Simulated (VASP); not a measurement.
## Ti: relaxation of cell and atoms with BLYP+D3(BJ)

The system is Ti.

```xyz
1
Lattice="-1.6410 1.6410 1.6410 1.6410 -1.6410 1.6410 1.6410 1.6410 -1.6410" Properties=species:S:1:pos:R:3 pbc="T T T"
Ti    0.0000    0.0000    0.0000
```

```json
{
 "Program": "VASP 6.6.1",
 "Task": "relaxation of cell and atoms",
 "Functional": "BLYP",
 "Dispersion": "D3(BJ)",
 "Potentials or basis": "VASP PAW PBE potentials, release 64 (Ti_sv)",
 "Cutoff": "600 eV",
 "k mesh": "13 × 13 × 13",
 "Occupations": "methfessel-paxton, width 0.1 eV",
 "Spin": "no spin polarisation",
 "Dipole correction": "no",
 "Further INCAR settings": "ALGO = Normal; EDIFF = 1e-06; IBRION = 2; EDIFFG = -0.005; NSW = 80; ISIF = 3"
}
```

The relaxed volume is 15.29 Å³/atom and the relaxed cell is a = 2.708 Å, b = 2.708 Å, c = 2.708 Å, α = 109.47°, β = 109.47°, γ = 109.47°. The space group after relaxing (to 0.05 Å) is Im-3m (No. 229). The energy gained by relaxing is 111.5 meV/atom. The ionic steps are 20. The pressure after relaxing is 0.0 GPa. The band gap on the k mesh is zero (band 6 reaches 10.97 eV, above the bottom of band 7 at 9.40 eV) and the dispersion energy per atom is -1.624 eV.

Step by step:
| step | energy change (eV) | largest force (eV/Å) | pressure (GPa) | volume (Å³) |
| --- | --- | --- | --- | --- |
| 1 | 0.0000 | 0.0000 | -13.59 | 17.68 |
| 2 | -0.0743 | 0.0000 | 10.64 | 14.11 |
| 3 | -0.1115 | 0.0000 | -0.15 | 15.30 |
| 4 | -0.1114 | 0.0000 | 0.27 | 15.25 |
| 5 | -0.1115 | 0.0000 | -0.12 | 15.31 |
| 6 | -0.1115 | 0.0000 | -0.05 | 15.30 |
| 7 | -0.1115 | 0.0000 | -0.08 | 15.29 |
| 8 | -0.1115 | 0.0000 | 0.12 | 15.27 |
| 9 | -0.1115 | 0.0000 | 0.11 | 15.28 |
| 10 | -0.1115 | 0.0000 | 0.10 | 15.29 |
| 11 | -0.1115 | 0.0000 | 0.10 | 15.29 |
| 12 | -0.1115 | 0.0000 | 0.09 | 15.29 |
| 13 | -0.1115 | 0.0000 | 0.08 | 15.29 |
| 14 | -0.1115 | 0.0000 | -0.09 | 15.31 |
| 15 | -0.1115 | 0.0000 | -0.10 | 15.30 |
| 16 | -0.1115 | 0.0000 | -0.09 | 15.30 |
| 17 | -0.1115 | 0.0000 | -0.08 | 15.30 |
| 18 | -0.1115 | 0.0000 | -0.07 | 15.29 |
| 19 | -0.1115 | 0.0000 | -0.05 | 15.29 |
| 20 | -0.1115 | 0.0000 | -0.04 | 15.29 |

Final structure:
```
Ti
1.0
    -1.56369    1.56369    1.56369
     1.56369   -1.56369    1.56369
     1.56369    1.56369   -1.56369
Ti
1
Direct
  0.00000 0.00000 0.00000
```

Levels at points of the mesh, in eV from the Fermi level:
```
           k point  band 2  band 3  band 4  band 5  band 6  band 7  band 8  band 9  band 10
(0.00, 0.00, 0.00)  -31.96  -31.96  -31.96   -6.00    1.00    1.00    1.00    3.02     3.02
```

Wall time 4.1 min on 1 thread of AMD EPYC 7R43 64-Core Processor (Zen 3) (shared host), peak memory 0.14 GiB.

Caveat: the PAW data sets were made with another functional, which shifts forces and pressure a little; the volume moved by -13 % from the deposited cell, more than functionals usually miss; pairwise dispersion overbinds metals, which lowers pressure and volume.
